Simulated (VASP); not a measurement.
# BC7 (P3m1) in VASP: single point with r2SCAN+D4

Aim: the single point of BC7 with r2SCAN+D4.

All numbers are computed with VASP 6.6.1; they aren't measurements. Logs are shortened: lines on timing, memory, paths and dates and some standing lists are left out, and cuts for length are marked.

## (1) The cell of the first run

The structure is trigonal, space group P3m1 (No. 156). Conventional cell: a = 2.536 Å, b = 2.536 Å, c = 8.522 Å, α = 90.00°, β = 90.00°, γ = 120.00°. B (site symmetry 3m) has 4 C at 1.61 to 1.63 Å within 2.1 Å. Within 2.1 Å of C (site symmetry 3m) lie 3 C at 1.55 Å and 1 B at 1.61 Å. Within 2.1 Å of C (site symmetry 3m) lie 4 C at 1.56 to 1.57 Å. Within 2.1 Å of C (site symmetry 3m) lie 4 C at 1.55 to 1.57 Å. C (site symmetry 3m) has 4 C at 1.55 Å within 2.1 Å. Within 2.1 Å of C (site symmetry 3m) lie 4 C at 1.55 Å. C (site symmetry 3m) has 4 C at 1.50 to 1.56 Å within 2.0 Å. Within 2.0 Å of C (site symmetry 3m) lie 1 C at 1.50 Å and 3 B at 1.63 Å.

## (2) Single point, r2SCAN+D4

The input, POSCAR:

```
BC7
1.0
    2.5358200000      0.0000000000      0.0000000000
   -1.2679100000      2.1960800000      0.0000000000
    0.0000000000      0.0000000000      8.5222700000
B C
1 7
Direct
    0.0000000000      0.0000000000      0.3228700000
    0.0000000000      0.0000000000      0.5121800000
    0.3333333333      0.6666666667      0.0000200000
    0.3333333333      0.6666666667      0.8162800000
    0.6666666667      0.3333333333      0.7549600000
    0.6666666667      0.3333333333      0.5735300000
    0.6666666667      0.3333333333      0.0635500000
    0.6666666667      0.3333333333      0.2390900000
```

The input, INCAR.step1:

```
ALGO = Normal
EDIFF = 1E-4
ENCUT = 520
GGA = PE
ISMEAR = 1
ISYM = 0
LASPH = True
LCHARG = False
LREAL = False
LWAVE = True
NBANDS = 26
NELM = 100
PREC = Accurate
SIGMA = 0.2
```

The input, INCAR.step2:

```
ALGO = Normal
EDIFF = 1E-6
ENCUT = 520
ISIF = 2
ISMEAR = 1
ISTART = 1
ISYM = 0
IVDW = 13
LASPH = True
LCHARG = False
LMIXTAU = True
LREAL = False
LWAVE = False
METAGGA = R2SCAN
NBANDS = 26
NELM = 100
PREC = Accurate
SIGMA = 0.2
VDW_A1 = 0.51559235
VDW_A2 = 5.77342911
VDW_S6 = 1.0
VDW_S8 = 0.6018749
```

The input, KPOINTS:

```
Automatic mesh
0
Gamma
  10 10 3
  0.5 0.5 0.5
```

Potentials or basis: VASP PAW PBE potentials, release 64 (B, C).

Command:

```sh
> cat potpaw_PBE.64/B/POTCAR potpaw_PBE.64/C/POTCAR > POTCAR
> cp INCAR.step1 INCAR
> mpirun -np 1 vasp_std > vasp.out
> cp INCAR.step2 INCAR
> mpirun -np 1 vasp_std > vasp.out
```

OUTCAR:

```text
EDIFF = 1E-6
   ENCUT = 520
   ISIF = 2
   ISMEAR = 1
   ISTART = 1
   ISYM = 0
   IVDW = 13
   LASPH = True
   LREAL = False
   METAGGA = R2SCAN
   NELM = 100
   PREC = Accurate

 ion  position               nearest neighbor table
   1  0.000  0.000  0.323-   2 1.61   8 1.63   8 1.63   8 1.63
   2  0.000  0.000  0.512-   6 1.55   6 1.55   6 1.55   1 1.61
   3  0.333  0.667  0.000-   7 1.56   7 1.56   7 1.56   4 1.57
   4  0.333  0.667  0.816-   5 1.55   5 1.55   5 1.55   3 1.57
   5  0.667  0.333  0.755-   6 1.55   4 1.55   4 1.55   4 1.55
   6  0.667  0.333  0.574-   5 1.55   2 1.55   2 1.55   2 1.55
   7  0.667  0.333  0.064-   8 1.50   3 1.56   3 1.56   3 1.56
   8  0.667  0.333  0.239-   7 1.50   1 1.63   1 1.63   1 1.63

IMPORTANT INFORMATION: All symmetrisations will be switched off!
NOSYMM: (Re-)initialisation of all symmetry stuff for point group C_1.

----------------------------------------------------------------------------------------

                                     Primitive cell

  volume of cell :      47.4594

  direct lattice vectors                    reciprocal lattice vectors
     2.535820000  0.000000000  0.000000000     0.394349757  0.227678409  0.000000000
    -1.267910000  2.196080000  0.000000000     0.000000000  0.455356818  0.000000000
     0.000000000  0.000000000  8.522270000     0.000000000  0.000000000  0.117339629

  length of vectors
     2.535820000  2.535816069  8.522270000     0.455356112  0.455356818  0.117339629

  position of ions in fractional coordinates (direct lattice)
     0.000000000  0.000000000  0.322870000
     0.000000000  0.000000000  0.512180000
     0.333333333  0.666666667  0.000020000
     0.333333333  0.666666667  0.816280000
     0.666666667  0.333333333  0.754960000
     0.666666667  0.333333333  0.573530000
     0.666666667  0.333333333  0.063550000
     0.666666667  0.333333333  0.239090000

  ion indices of the primitive-cell ions
   primitive index   ion index
                 1           1
                 2           2
                 3           3
                 4           4
                 5           5
                 6           6
                 7           7
                 8           8

----------------------------------------------------------------------------------------

 KPOINTS: Automatic mesh

Automatic generation of k-mesh.
 Grid dimensions read from file:
 generate k-points for:   10   10    3

 Generating k-lattice:

  Cartesian coordinates                     Fractional coordinates (reciprocal lattice)
     0.039434976  0.022767841  0.000000000     0.100000000 -0.000000000  0.000000000
     0.000000000  0.045535682  0.000000000     0.000000000  0.100000000  0.000000000
     0.000000000  0.000000000  0.039113210     0.000000000  0.000000000  0.333333333

  Length of vectors
     0.045535611  0.045535682  0.039113210

  Shift w.r.t. Gamma in fractional coordinates (k-lattice)
     0.500000000  0.500000000  0.500000000

 Subroutine IBZKPT returns following result:
 ===========================================

 Found    450 irreducible k-points:

 Following reciprocal coordinates:
            Coordinates               Weight
  0.050000  0.050000  0.166667      2.000000
 -0.050000  0.100000  0.166667      2.000000
 -0.100000  0.050000  0.166667      2.000000
 -0.050000 -0.050000  0.166667      2.000000
  0.050000 -0.100000  0.166667      2.000000
  0.100000 -0.050000  0.166667      2.000000
[... 16 lines left out ...]
  0.050000 -0.300000  0.166667      2.000000
  0.300000 -0.250000  0.166667      2.000000
 [... further k-points ...]
   k-points           NKPTS =    450   k-points in BZ     NKDIM =    450   number of bands    NBANDS=     26
   number of dos      NEDOS =    301   number of ions     NIONS =      8
   total plane-waves  NPLWV =  25600
   dimension x,y,z NGX =    20 NGY =   20 NGZ =   64
   dimension x,y,z NGXF=    40 NGYF=   40 NGZF=  128
   ions per type =               1   7
   NGX,Y,Z   is equivalent  to a cutoff of  13.11, 13.11, 12.48 a.u.
   NGXF,Y,Z  is equivalent  to a cutoff of  26.22, 26.22, 24.97 a.u.
 SYSTEM =  unknown system
   PREC   = accura    normal or accurate (medium, high low for compatibility)
   ISTART =      1    job   : 0-new  1-cont  2-samecut
   ICHARG =      0    charge: 1-file 2-atom 10-const
   ISPIN  =      1    spin polarized calculation?
   LNONCOLLINEAR =      F non collinear calculations
   LSORBIT =      F    spin-orbit coupling
   LASPH  =      T    aspherical Exc in radial PAW
   ENCUT  =  520.0 eV  38.22 Ry    6.18 a.u.   4.71  4.71 15.85*2*pi/ulx,y,z
   NELM   =    100;   NELMIN=  2; NELMDL=  0     # of ELM steps
   EDIFF  = 0.1E-05   stopping-criterion for ELM
   LREAL  =      F    real-space projection
   EDIFFG = 0.1E-04   stopping-criterion for IOM
   NSW    =      0    number of steps for IOM
   IBRION =     -1    ionic relax: 0-MD 1-quasi-New 2-CG
   NFREE  =      0    steps in history (QN), initial steepest desc. (CG)
   ISIF   =      2    stress and relaxation
   ISYM   =      0    0-nonsym 1-usesym 2-fastsym
   POTIM  = 0.5000    time-step for ionic-motion
   TEBEG  =    0.0;   TEEND  =   0.0 temperature during run
   PSTRESS=    0.0 pullay stress
   NELECT =      31.0000    total number of electrons
   NUPDOWN=      -1.0000    fix difference up-down
   EMIN   =  10.00;   EMAX   =-10.00  energy-range for DOS
   EFERMI =   0.00;   METHOD = LEGACY
   ISMEAR =     1;   SIGMA  =   0.20  broadening in eV -4-tet -1-fermi 0-gaus
   EFERMI_NEDOS =   21; number of points for ismear=-14 and -15
   IALGO  =     38    algorithm
   IMIX   =      4    mixing-type and parameters
     AMIX     =   0.40;   BMIX     =  1.00
     AMIX_MAG =   1.60;   BMIX_MAG =  1.00
  volume/ion in A,a.u.               =       5.93        40.03
  Fermi-wavevector in a.u.,A,eV,Ry     =   1.420435  2.684233 27.451608  2.017636
  Thomas-Fermi vector in A             =   2.541351
   LORBIT       =      0    0 simple, 1 ext, 2 COOP (PROOUT), +10 PAW based schemes
   METAGGA = R2SCAN    functional components
   LHFCALC =     F    Hartree Fock is set to
   AEXX    =    0.0000 exact exchange contribution
   IVDW    =    13    specifies the selected vdW correction
   LEPSILON=     F    determine dielectric tensor
   LRPA    =     F    only Hartree local field effects (RPA)
 non-spin polarized calculation
 Methfessel and Paxton  Order N= 1 SIGMA  =   0.20
  energy-cutoff  :      520.00
  volume of cell :       47.46
 maximum number of plane-waves:      1292
   NGX =  9   NGY =  9   NGZ = 31

 number of electron      31.0000001 magnetization

 Free energy of the ion-electron system (eV)
  ---------------------------------------------------
  ext. energy  EPLUGINS =         0.00000000
  ---------------------------------------------------
  free energy    TOTEN  =       -75.19981352 eV

  energy without entropy =      -75.19739969  energy(sigma->0) =      -75.19900891

 E-fermi :   8.0849     XC(G=0): -13.9284

 val. band max:        8.0722179502   @ k =   0.0000  -0.0500   0.5000
 cond. band min:       8.1022264650   @ k =   0.1500  -0.2000  -0.1667
 fundamental gap:      0.0300085148
 Fermi energy:         8.0848842731

 k-point     1 :       0.0500    0.0500    0.1667
  band No.  band energies     occupation
      1     -13.1332      2.00000
      2     -11.6761      2.00000
      3      -9.9551      2.00000
      4      -6.9621      2.00000
      5      -3.7957      2.00000
      6       0.8239      2.00000
[... 18 lines left out ...]
     25      18.4648      0.00000
     26      19.7040      0.00000

 k-point     2 :      -0.0500    0.1000    0.1667
  band No.  band energies     occupation
      1     -13.1332      2.00000
      2     -11.6761      2.00000
      3      -9.9551      2.00000
      4      -6.9621      2.00000
      5      -3.7957      2.00000
      6       0.8239      2.00000
[... 18 lines left out ...]
     25      18.4648      0.00000
     26      19.7040      0.00000

 k-point     3 :      -0.1000    0.0500    0.1667
  band No.  band energies     occupation
      1     -13.1332      2.00000
      2     -11.6761      2.00000
      3      -9.9551      2.00000
      4      -6.9621      2.00000
      5      -3.7957      2.00000
      6       0.8239      2.00000
[... 18 lines left out ...]
     25      18.4648      0.00000
     26      19.7041      0.00000

 k-point     4 :      -0.0500   -0.0500    0.1667
  band No.  band energies     occupation
      1     -13.1332      2.00000
      2     -11.6761      2.00000
      3      -9.9551      2.00000
      4      -6.9621      2.00000
      5      -3.7957      2.00000
      6       0.8239      2.00000
[... 18 lines left out ...]
     25      18.4648      0.00000
     26      19.7040      0.00000

 k-point     5 :       0.0500   -0.1000    0.1667
  band No.  band energies     occupation
      1     -13.1332      2.00000
      2     -11.6761      2.00000
      3      -9.9551      2.00000
      4      -6.9621      2.00000
      5      -3.7957      2.00000
      6       0.8239      2.00000
[... 18 lines left out ...]
     25      18.4648      0.00000
     26      19.7041      0.00000

 k-point     6 :       0.1000   -0.0500    0.1667
  band No.  band energies     occupation
      1     -13.1332      2.00000
      2     -11.6761      2.00000
      3      -9.9551      2.00000
      4      -6.9621      2.00000
      5      -3.7957      2.00000
      6       0.8239      2.00000
[... 427 lines left out ...]
 k-point    21 :      -0.3000    0.2500    0.1667
  band No.  band energies     occupation
      1     -11.3889      2.00000
      2      -9.9547      2.00000
      3      -8.2680      2.00000
      4      -5.3769      2.00000
      5      -2.4898      2.00000
      6      -0.0983      2.00000
[... 18 lines left out ...]
     25      20.6406      0.00000
     26      21.3659      0.00000

 k-point    22 :      -0.2500   -0.0500    0.1667
  band No.  band energies     occupation
      1     -11.3890      2.00000
      2      -9.9546      2.00000
      3      -8.2678      2.00000
      4      -5.3805      2.00000
      5      -2.4710      2.00000
      6      -0.0443      2.00000
[... 18 lines left out ...]
     25      20.0901      0.00000
     26      21.3402      0.00000

 k-point    23 :       0.0500   -0.3000    0.1667
  band No.  band energies     occupation
      1     -11.3889      2.00000
      2      -9.9547      2.00000
      3      -8.2680      2.00000
      4      -5.3769      2.00000
      5      -2.4898      2.00000
      6      -0.0983      2.00000
[... 18 lines left out ...]
     25      20.6406      0.00000
     26      21.3660      0.00000

 k-point    24 :       0.3000   -0.2500    0.1667
  band No.  band energies     occupation
      1     -11.3890      2.00000
      2      -9.9546      2.00000
      3      -8.2678      2.00000
      4      -5.3805      2.00000
      5      -2.4710      2.00000
      6      -0.0442      2.00000
[... 18 lines left out ...]
     25      20.0901      0.00000
     26      21.3403      0.00000

 [... further k-points ...]

------------------------ aborting loop because EDIFF is reached ----------------------------------------

  DFT-D4 for vdW energy calculation

  Edisp (eV):   -0.70491

  FORCE on cell =-STRESS in cart. coord.  units (eV):
  Direction    XX          YY          ZZ          XY          YZ          ZX
  --------------------------------------------------------------------------------------
  -------------------------------------------------------------------------------------
  Total      -1.28872    -1.28824    -1.76496    -0.00000     0.00001     0.00000
  in kB     -43.50582   -43.48947   -59.58308    -0.00002     0.00028     0.00014
  external pressure =      -48.86 kB  Pullay stress =        0.00 kB

 VOLUME and BASIS-vectors are now :
 -----------------------------------------------------------------------------
  energy-cutoff  :      520.00
  volume of cell :       47.46
      direct lattice vectors                 reciprocal lattice vectors
     2.535820000  0.000000000  0.000000000     0.394349757  0.227678409  0.000000000
    -1.267910000  2.196080000  0.000000000     0.000000000  0.455356818  0.000000000
     0.000000000  0.000000000  8.522270000     0.000000000  0.000000000  0.117339629

 POSITION                                       TOTAL-FORCE (eV/Angst)
 -----------------------------------------------------------------------------------
      0.00000      0.00000      2.75159        -0.000003      0.000025     -0.155202
      0.00000      0.00000      4.36494        -0.000007      0.000014      0.080397
     -0.00000      1.46405      0.00017         0.000005     -0.000010     -0.019174
     -0.00000      1.46405      6.95656         0.000006     -0.000010     -0.012789
      1.26791      0.73203      6.43397        -0.000006      0.000007      0.074362
      1.26791      0.73203      4.88778         0.000007     -0.000010     -0.029927
      1.26791      0.73203      0.54159        -0.000005      0.000004      0.053383
      1.26791      0.73203      2.03759         0.000002     -0.000021      0.008950
 -----------------------------------------------------------------------------------
    total drift:                               -0.000003      0.000002      0.001358

  FREE ENERGIE OF THE ION-ELECTRON SYSTEM (eV)
  ---------------------------------------------------
  free  energy   TOTEN  =       -75.9047198306 eV

  energy  without entropy=      -75.9023059988  energy(sigma->0) =      -75.90391522
```

Wall time 42 min (1 thread of AMD EPYC 7R43 (Zen 3), shared host); peak memory 0.44 GiB.

What came out:

```
Free energy                : -75.9047 eV
Pressure                   : -4.9 GPa
Largest force              : 0.155 eV/Å
Band gap on the k mesh     : zero (an odd number of electrons rules out a gap without spin polarisation)
Dispersion energy per atom : -0.088 eV
```

Forces in eV/Å, atoms in the order of the input:
```
B    0.000  0.000 -0.155
C    0.000  0.000  0.080
C    0.000  0.000 -0.019
C    0.000  0.000 -0.013
C    0.000  0.000  0.074
C    0.000  0.000 -0.030
C    0.000  0.000  0.053
C    0.000  0.000  0.009
```

Caveat: the cell stands under tension; the PAW data sets were made with another functional, which shifts forces and pressure a little; an odd number of electrons without spin polarisation forces a metal; a magnetic or distorted state may lie lower.

The gap in the log of VASP goes by the Fermi energy; the results here count the filled bands.